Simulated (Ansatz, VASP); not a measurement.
**One calculation of BP, two programs**

The input INCAR:

```
PREC = Accurate
ENCUT = 500
EDIFF = 1E-6
ISMEAR = 0
SIGMA = 0.02
LREAL = F
LASPH = T
NELM = 120
ALGO = Normal
ISIF = 2
LWAVE = F
LCHARG = F
GGA = PE
IVDW = 12
NBANDS = 11
GGA_COMPAT = F
```

Contents of KPOINTS:

```
regular mesh
0
Gamma
  10 10 10
```

File POSCAR:

```
BP
1.0
    0.0000000000      2.2536458900      2.2536458900
    2.2536458900      0.0000000000      2.2536458900
    2.2536458900      2.2536458900      0.0000000000
B P
1 1
Direct
    0.0000000000      0.0000000000      0.0000000000
    0.7500000000      0.7500000000      0.7500000000
```

Input for Ansatz:

```yaml
crystal:
  lattice:
    - [0.0, 2.25364589, 2.25364589]
    - [2.25364589, 0.0, 2.25364589]
    - [2.25364589, 2.25364589, 0.0]
  atoms:
    - { symbol: B, position: [0.0, 0.0, 0.0] }
    - { symbol: P, position: [0.75, 0.75, 0.75] }
basis:
  ecutwfc: 420
kpoints:
  mp_grid: { grid: [10, 10, 10] }
hamiltonian:
  xc: pbe
  dispersion: d3bj
scf:
  occupations: { method: gaussian, width: 0.02 }
  n_extra_bands: 4
output:
  forces: true
  eigenvalues: true
  stress: true
```

Alike in both runs: task single point; functional PBE; dispersion D3(BJ); k mesh 10 × 10 × 10; occupations gaussian, width 0.02 eV; no spin polarisation.

|  | VASP | Ansatz |
| --- | --- | --- |
| version | VASP 6.6.1 | Ansatz 0.2.0 |
| potentials or method | VASP PAW PBE potentials, release 64 (B, P), cutoff 500 eV | scalar-relativistic, plane waves, PAW |
| valence electrons in the cell | 8 | 8 |

Ansatz gave:

* gap on the k mesh at the Fermi level (eV): 1.22
* pressure (GPa): 0.0

What did VASP give for the same quantities?

gap on the k mesh at the Fermi level (eV): 1.21; pressure (GPa): -0.2.
